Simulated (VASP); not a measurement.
Write the native input for VASP 6.6.1 that does the following.

* Task: relaxation of cell and atoms
* Functional: PBEsol
* Potentials or basis: VASP PAW PBE potentials, release 64 (Si)
* Cutoff: 600 eV
* k mesh: 11 × 11 × 11
* Occupations: fermi-dirac, width 0.02 eV
* Spin: no spin polarisation
* Dipole correction: no
* Further INCAR settings: ALGO = Normal; EDIFF = 1e-07; IBRION = 2; EDIFFG = -0.005; NSW = 60; ISIF = 3

The structure of Si lies in POSCAR:

```
Si
1.0
    0.0000000000      2.7175356139      2.7175356139
    2.7175356139      0.0000000000      2.7175356139
    2.7175356139      2.7175356139      0.0000000000
Si
2
Direct
   -0.1250000000     -0.1250000000     -0.1250000000
    0.1250000000      0.1250000000      0.1250000000
```

One way to write it, as run:

INCAR

```
  PREC = Accurate
  ENCUT = 600
  EDIFF = 1E-7
  ISMEAR = -1
  SIGMA = 0.02
  LREAL = F
  LASPH = T
  NELM = 60
  ALGO = Normal
  ISIF = 3
  LWAVE = F
  LCHARG = F
  GGA = PS
  IBRION = 2
  NSW = 60
  EDIFFG = -0.005
```

KPOINTS

```
Automatic mesh
0
Gamma
  11 11 11
```

Potentials or basis: VASP PAW PBE potentials, release 64 (Si).

Command:

```sh
$ cat potpaw_PBE.64/Si/POTCAR > POTCAR
$ mpirun -np 1 vasp_std > vasp.out
```

Results of the run:

```yaml
Pressure_after_relaxing: 0.0 GPa
Band_gap_on_the_k_mesh: 0.48 eV, indirect (least direct gap 2.52 eV)
```

Caveat: the relaxation stopped at its first step, so nothing moved; the PAW data sets were made with another functional, which shifts forces and pressure a little.

It took 37 s on 1 thread of AMD EPYC 7571 (shared host), peak memory 0.14 GiB.
